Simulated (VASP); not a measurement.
## LiBPt: single point with PBE

The system is LiBPt.

```
Li B Pt
1.0
     3.09606    0.00000    0.00000
     0.00000    3.09606    0.00000
     0.00000    0.00000    3.26540
Li B Pt
1 1 1
Cartesian
  0.0000 0.0000 0.0000
  1.5480 1.5480 1.6327
  1.5480 1.5480 0.0000
```

The cell was built from a structure type or drawn by symmetry, and may not be a known phase.

| Item | Value |
| --- | --- |
| Program | VASP 6.6.1 |
| Task | single point |
| Functional | PBE |
| Potentials or basis | VASP PAW PBE potentials, release 64 (Li_sv, B, Pt) |
| Cutoff | 520 eV |
| k mesh | 6 × 6 × 6 |
| Occupations | gaussian, width 0.1 eV |
| Spin | no spin polarisation |

- Band gap on the k mesh: zero (bands 8 and 9 overlap by 2.20 eV)

Levels at points of the mesh, in eV from the Fermi level:
| k point | band 6 | band 7 | band 8 | band 9 | band 10 | band 11 |
| --- | --- | --- | --- | --- | --- | --- |
| (0.00, 0.00, 0.00) | -4.41 | -3.09 | 0.66 | 0.66 | 1.20 | 8.92 |
| (0.50, 0.00, 0.00) | -4.53 | -4.30 | -1.52 | 1.65 | 2.59 | 7.27 |
| (0.50, 0.50, 0.00) | -3.69 | -3.69 | -1.84 | -0.10 | 3.38 | 6.28 |
| (0.00, 0.00, 0.50) | -5.82 | -5.39 | -3.00 | 7.11 | 7.91 | 7.91 |
| (0.50, 0.00, 0.50) | -5.18 | -4.34 | -0.74 | 1.86 | 3.77 | 8.66 |
| (0.50, 0.50, 0.50) | -3.23 | -1.77 | 1.42 | 1.42 | 1.88 | 3.13 |

It took 5.5 s on 1 thread of Intel(R) Xeon(R) 6975P-C (Granite Rapids) (shared host), peak memory 0.15 GiB.

Caveat: spin-orbit coupling is left out, which moves the levels of the heavy elements.
